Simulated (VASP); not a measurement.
Write the native input for VASP 6.6.1 that does the following.

```
Task                   : single point
Functional             : PBE
Potentials or basis    : VASP PAW PBE potentials, release 64 (Pd)
Cutoff                 : 520 eV
k mesh                 : 12 × 12 × 12
Occupations            : gaussian, width 0.02 eV
Spin                   : no spin polarisation
Dipole correction      : no
Further INCAR settings : ALGO = Normal; EDIFF = 1e-07; NBANDS = 11
```

The structure of Pd lies in POSCAR:

```
Pd
1.0
   -1.5722810000      1.5722810000      1.5722810000
    1.5722810000     -1.5722810000      1.5722810000
    1.5722810000      1.5722810000     -1.5722810000
Pd
1
Direct
    0.0000000000      0.0000000000      0.0000000000
```

These files were run (other wordings do the same):

INCAR

```
PREC     = Accurate       # precision mode
ENCUT    = 520            # plane-wave cutoff, eV
EDIFF    = 1E-7           # SCF threshold, eV
ISMEAR   = 0              # smearing method
SIGMA    = 0.02           # smearing width, eV
LREAL    = F              # projectors in reciprocal space
LASPH    = T              # aspherical terms in the spheres
NELM     = 100            # most SCF steps
ALGO     = Normal         # electronic algorithm
ISIF     = 2              # what is computed and relaxed
LWAVE    = F              # write WAVECAR
LCHARG   = F              # write CHGCAR
GGA      = PE             # functional
NBANDS   = 11             # bands
```

KPOINTS

```
regular mesh
0
Gamma
  12 12 12
```

Potentials or basis: VASP PAW PBE potentials, release 64 (Pd).

Run with:

```console
$ cat potpaw_PBE.64/Pd/POTCAR > POTCAR
$ mpirun -np 1 vasp_std > vasp.out
```

It gave:

- Pressure: -1.5 GPa
- Band gap on the k mesh: zero (band 5 reaches 9.47 eV, above the bottom of band 6 at 7.93 eV)

Wall time 8.4 s on 1 thread of Intel(R) Xeon(R) Platinum 8488C (Sapphire Rapids), on a shared host, peak memory 0.13 GiB.
